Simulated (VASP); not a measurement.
A run of VASP 6.6.1:

File INCAR:

```
SYSTEM = Zr
PREC = Accurate
ENCUT = 600
EDIFF = 1E-7
ISMEAR = -1
SIGMA = 0.08
LREAL = .False.
LASPH = .True.
NELM = 80
ALGO = Normal
ISIF = 3
LWAVE = .False.
LCHARG = .False.
GGA = PE
IBRION = 2
NSW = 32
EDIFFG = -0.005
PSTRESS = 260.0
```

KPOINTS

```
Automatic mesh
0
Gamma
  15 15 8
  0 0 0
```

Contents of POSCAR:

```
Zr
1.0
    2.9806223398      0.0000000000      0.0000000000
   -1.4903111699      2.5812946654      0.0000000000
    0.0000000000      0.0000000000      4.9504272997
Zr
2
Direct
    0.3333333333      0.6666666667      0.2500000000
    0.6666666667      0.3333333333      0.7500000000
```

Potentials or basis: VASP PAW PBE potentials, release 64 (Zr_sv).

Command:

```console
$ cat potpaw_PBE.64/Zr_sv/POTCAR > POTCAR
$ mpirun -np 1 vasp_std > vasp.out
```

Hardware: 1 thread of Intel Xeon 6975P-C, with other jobs on the host.

Task: How long does it take, and how much memory?

Result: It took 120 s on 1 thread of Intel Xeon 6975P-C, on a shared host, peak memory 0.22 GiB. Counts: scf iterations 29, k points 135, ion steps 3.
